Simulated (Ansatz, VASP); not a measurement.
## Au in VASP and in Ansatz

```
Au
1.0
    -1.59898    1.59898    1.59898
     1.59898   -1.59898    1.59898
     1.59898    1.59898   -1.59898
Au
1
Cartesian
  0.0000 0.0000 0.0000
```

Alike in both runs: task single point; functional PBEsol; k mesh 15 × 15 × 15; occupations fermi-dirac, width 0.1 eV; no spin polarisation.

|  | VASP | Ansatz |
| --- | --- | --- |
| version | VASP 6.6.1 | Ansatz 0.2.0 |
| potentials or method | VASP PAW PBE potentials, release 64 (Au), cutoff 520 eV | plane waves (420 eV) with PAW, scalar-relativistic |
| valence electrons in the cell | 11 | 19 |

```tsv
	VASP	Ansatz	Ansatz less VASP
pressure (GPa)	8.1	8.4	+0.33
```

VASP's potentials were made for PBE, not for PBEsol, and Ansatz warns of the same on its side. VASP's potentials hold 11 valence electrons a cell and Ansatz's 19, so a difference there can come from the potentials and not from the codes.

Neither program's run includes spin-orbit coupling.
